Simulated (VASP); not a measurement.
Wanted: the native input for a VASP 6.6.1 run.

| Quantity | Value |
| --- | --- |
| Task | single point |
| Functional | PBE |
| Potentials or basis | VASP PAW PBE potentials, release 64 (Hf_pv, Ti_sv) |
| Cutoff | 520 eV |
| k mesh | 6 × 6 × 6 |
| Occupations | gaussian, width 0.1 eV |
| Spin | no spin polarisation |
| Dipole correction | no |
| Further INCAR settings | ALGO = Normal; EDIFF = 1e-06; NBANDS = 23 |

The structure of Hf2Ti lies in POSCAR:

```
Hf2Ti
1.0
    4.8724045747      0.0000000000      0.0000000000
   -2.4362022874      4.2196261392      0.0000000000
    0.0000000000      0.0000000000      2.9954684426
Hf Ti
2 1
Direct
    0.3333333333      0.6666666667      0.5000000000
    0.6666666667      0.3333333333      0.5000000000
    0.0000000000      0.0000000000      0.0000000000
```

The input as run:

INCAR

```
ALGO = Normal
EDIFF = 1E-6
ENCUT = 520
GGA = PE
ISIF = 2
ISMEAR = 0
LASPH = T
LCHARG = T
LELF = T
LREAL = F
LVHAR = T
LWAVE = F
NBANDS = 23
NELM = 60
PREC = Accurate
SIGMA = 0.1
```

KPOINTS

```
k-points
0
Gamma
  6 6 6
```

Potentials or basis: VASP PAW PBE potentials, release 64 (Hf_pv, Ti_sv).

Launch:

```console
$ cat potpaw_PBE.64/Hf_pv/POTCAR potpaw_PBE.64/Ti_sv/POTCAR > POTCAR
$ mpirun -np 1 vasp_std > vasp.out
```

Results of the run:

The pressure is -0.3 GPa. The band gap on the k mesh is zero (band 16 reaches 5.95 eV, above the bottom of band 17 at 5.23 eV).

Caveat: spin-orbit coupling is left out, which moves the levels of the heavy elements.

It took 25 s on 1 thread of Intel(R) Xeon(R) 6975P-C (Granite Rapids) (shared host), peak memory 0.2 GiB.
